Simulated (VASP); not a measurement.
A run of VASP 6.6.1 is set up as follows.

The input INCAR:

```
PREC = Accurate ; ENCUT = 520
EDIFF = 1E-6 ; ISMEAR = 0
SIGMA = 0.01 ; LREAL = Auto
LASPH = True ; NELM = 80
ALGO = Normal ; ISIF = 2
LWAVE = False ; LCHARG = False
GGA = PE ; IVDW = 12
IBRION = 2 ; NSW = 65
EDIFFG = -0.025 ; NELECT = 128.0
KPAR = 2
```

KPOINTS

```
Automatic mesh
0
Gamma
  2 2 2
  0.5 0.5 0.5
```

POSCAR

```
B16HN16
1.0
   -5.0122276274      2.8938109699      3.2948837584
    0.0000000000     -5.7876219398      3.2948837584
    5.0122276274      2.8938109699      3.2948837584
B N H
16 16 1
Direct
    0.2500478118      0.7423881324      0.9983419792
    0.4998208351      0.4926138142      0.9983415191
    0.7536989368      0.2464312648      1.0031324085
    0.9990650153      0.7423813405      0.2493091483
    1.0038654884      0.9962667778      1.0031333966
    0.2659674648      0.5051348741      0.2635206711
    0.4998122780      0.2416293780      0.2493067548
    0.7647122199      0.7572774730      0.5124298595
    0.7550710826      0.9976376717      0.2542622094
    0.9990602717      0.4926028430      0.4990789923
    0.2500346202      0.2416254595      0.4990774114
    0.5050026042      0.7506998023      0.7590565658
    0.5101421493      1.0038328527      0.5094097314
    0.7605717261      0.4994528840      0.7547393069
    1.0038644438      0.2464313191      0.7529659015
    0.2549955035      0.9976406438      0.7543431137
    0.5884025322      0.0801978242      0.3375958630
    0.8376329410      0.8309710641      0.3375975665
    0.0754093994      0.5719290363      0.3286312018
    0.3383269945      0.0801975663      0.5876715953
    0.3292540556      0.3147229682      0.3305234779
    0.5998030112      0.8428598888      0.6005207311
    0.8343755498      0.5786549423      0.5828650513
    0.0869044114      0.0793599452      0.8360608396
    0.0841997768      0.3267663506      0.5832784943
    0.3383329386      0.8309756497      0.8369063583
    0.5907625204      0.5824638965      0.8392254920
    0.8367893951      0.0793562018      0.0861695681
    0.8367924533      0.3294703791      0.8360601671
    0.0842054807      0.8265832622      0.0834734699
    0.3293762790      0.5719426664      0.0746959055
    0.5840148164      0.3267705640      0.0834718259
    0.4033153105      0.6431004560      0.4017970527
```

Potentials or basis: VASP PAW PBE potentials, release 64 (B, N, H).

Command:

```sh
$ cat potpaw_PBE.64/B/POTCAR potpaw_PBE.64/N/POTCAR potpaw_PBE.64/H/POTCAR > POTCAR
$ mpirun -np 4 vasp_std > vasp.out
```

(1) Estimate the dispersion energy per atom.

(2) Estimate the energy gained by relaxing.

Answers

(1) -0.142 eV.

(2) 73.3 meV/atom.

Caveat: the cell carries a net charge on a neutralising background, which shifts energy and pressure; the cell differs from its parent crystal (with an interstitial atom).
